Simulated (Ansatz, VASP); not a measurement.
Mn in VASP and in Ansatz

Contents of INCAR:

```
  PREC = Accurate
  ENCUT = 600
  EDIFF = 1E-7
  ISMEAR = -1
  SIGMA = 0.1
  LREAL = False
  LASPH = True
  NELM = 60
  ALGO = Normal
  ISIF = 3
  LWAVE = False
  LCHARG = False
  GGA = RE
  IBRION = 2
  NSW = 80
  EDIFFG = -0.01
```

KPOINTS

```
regular mesh
0
Gamma
  9 9 13
```

POSCAR

```
Mn
1.0
    4.0493320461      0.0000000000      0.0000000000
   -2.0246660230      3.5068244202      0.0000000000
    0.0000000000      0.0000000000      2.4822405442
Mn
3
Direct
    0.0000000000      0.0000000000      0.0000000000
    0.3333333333      0.6666666667      0.5000000000
    0.6666666667      0.3333333333      0.5000000000
```

Input for Ansatz:

```yaml
crystal:
  lattice:
    - [4.0493320461, 0.0, 0.0]
    - [-2.024666023, 3.5068244202, 0.0]
    - [0.0, 0.0, 2.4822405442]
  atoms:
    - { symbol: Mn, position: [0.0, 0.0, 0.0] }
    - { symbol: Mn, position: [0.3333333333, 0.6666666667, 0.5] }
    - { symbol: Mn, position: [0.6666666667, 0.3333333333, 0.5] }
hamiltonian:
  xc: revpbe
  pseudopotentials:
    kind: paw
    azcp:
      Mn: "pseudopotentials/Mn.paw.azcp"
basis:
  ecutwfc: 420
  fft_grid_basis: typed
kpoints:
  mp_grid: { grid: [9, 9, 13], shift: [0, 0, 0] }
magnetization:
  spin_polarized: false
scf:
  occupations: { method: fermi_dirac, width: 0.1 }
relax:
  max_steps: 60
  f_tol: 0.01
  cell: {}
```

Alike in both runs: task relaxation of cell and atoms; functional revPBE; k mesh 9 × 9 × 13; occupations fermi-dirac, width 0.1 eV; no spin polarisation.

|  | VASP | Ansatz |
| --- | --- | --- |
| version | VASP 6.6.1 | Ansatz 0.2.0 |
| potentials or method | VASP PAW PBE potentials, release 64 (Mn_pv), cutoff 600 eV | plane waves (420 eV) with PAW, scalar-relativistic |
| valence electrons in the cell | 39 | 45 |

Ansatz gave:

| Property | Result |
| --- | --- |
| relaxed volume (Å³/atom) | 10.95 |
| relaxed cell length with the largest relative difference (Å) | 3.926 |

Task: What did VASP give for the same quantities?

Result: Relaxed volume (Å³/atom): 10.95; relaxed cell length with the largest relative difference (Å): 3.927.

VASP's potentials were made for PBE, not for revPBE. VASP's potentials hold 39 valence electrons a cell and Ansatz's 45, so a difference there can come from the potentials and not from the codes.
